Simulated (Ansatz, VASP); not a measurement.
**Zr: VASP beside Ansatz**

```xyz
1
Lattice="0.0000 2.2992 2.2992 2.2992 0.0000 2.2992 2.2992 2.2992 0.0000" Properties=species:S:1:pos:R:3 pbc="T T T"
Zr    0.0000    0.0000    0.0000
```

Change from the starting cell: volume scaled by 1.06.

Alike in both runs: task single point; functional PBEsol; dispersion D4; k mesh 10 × 10 × 10; occupations fermi-dirac, width 0.01 eV; collinear spin; fixed moment 1 μB.

|  | VASP | Ansatz |
| --- | --- | --- |
| version | VASP 6.6.1 | Ansatz 0.2.0 |
| potentials or method | VASP PAW PBE potentials, release 64 (Zr_sv), cutoff 520 eV | all-electron LAPW, scalar-relativistic |

Ansatz gave:

* pressure (GPa): -5.9
* size of the moment on the site where the two differ most (μB): 0.81

Q: Which values does VASP return?

A: Pressure (GPa): -5.8; size of the moment on the site where the two differ most (μB): 0.54.

VASP's potentials were made for PBE, not for PBEsol. Site moments also hang on the region over which each program counts them. Ansatz ran all-electron here, and VASP with PAW potentials.
